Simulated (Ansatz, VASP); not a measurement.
# LuAlN2: VASP beside Ansatz

```xyz
4
Lattice="3.2242 0.0000 0.0000 0.0000 3.2242 0.0000 0.0000 0.0000 4.5570" Properties=species:S:1:pos:R:3 pbc="T T T"
Al    0.0000    0.0000    0.0000
N     0.0000    0.0000    2.2785
N     1.6121    1.6121    0.0000
Lu    1.6121    1.6121    2.2785
```

Alike in both runs: task single point; functional PBE; k mesh 6 × 6 × 6; no spin polarisation.

|  | VASP | Ansatz |
| --- | --- | --- |
| version | VASP 6.6.1 | Ansatz 0.2.0 |
| potentials or method | VASP PAW PBE potentials, release 64 (Al, N, Lu) | plane waves, PAW |
| plane-wave cutoff (eV) | 520 | 420 |
| occupations | gaussian, width 0.01 eV | fixed |
| valence electrons in the cell | 38 | 38 |

```csv
,VASP,Ansatz,Ansatz less VASP
gap on the k mesh at the Fermi level (eV),0.25,0.25,-0.002
pressure (GPa),-4.4,-5.1,-0.68
```

Neither program's run includes spin-orbit coupling.
